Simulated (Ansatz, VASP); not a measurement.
# Two plane-wave programs on TiB5

```
Ti B
1.0
     4.16488    0.00000    0.00000
    -2.08244    3.60690    0.00000
     0.00000    0.00000    2.88696
Ti B
1 5
Direct
  0.00000 0.00000 0.00000
  0.33333 0.66667 0.00000
  0.66667 0.33333 0.00000
  0.50000 0.00000 0.50000
  0.50000 0.50000 0.50000
  0.00000 0.50000 0.50000
```

Change from the starting cell: species swapped into the YCo5 type (P6/mmm, No. 191).

Alike in both runs: task relaxation of cell and atoms; functional PBE; k mesh 12 × 12 × 14; occupations gaussian, width 0.1 eV; no spin polarisation.

```csv
,VASP,Ansatz
version,VASP 6.6.1,Ansatz 0.2.0
potentials or method,"VASP PAW PBE potentials, release 64 (Ti_sv, B), cutoff 600 eV","scalar-relativistic, plane waves, PAW"
valence electrons in the cell,27,27
```

```tsv
	VASP	Ansatz	Ansatz less VASP
gap on the k mesh at the Fermi level, each at its own relaxed structure (eV)	none	none	-
relaxed volume (Å³/atom)	7.23	7.22	-0.007
relaxed cell length with the largest relative difference (Å)	4.160	4.159	-0.0015
```

A gap of «none» marks a metal or a gap that the smearing closes.
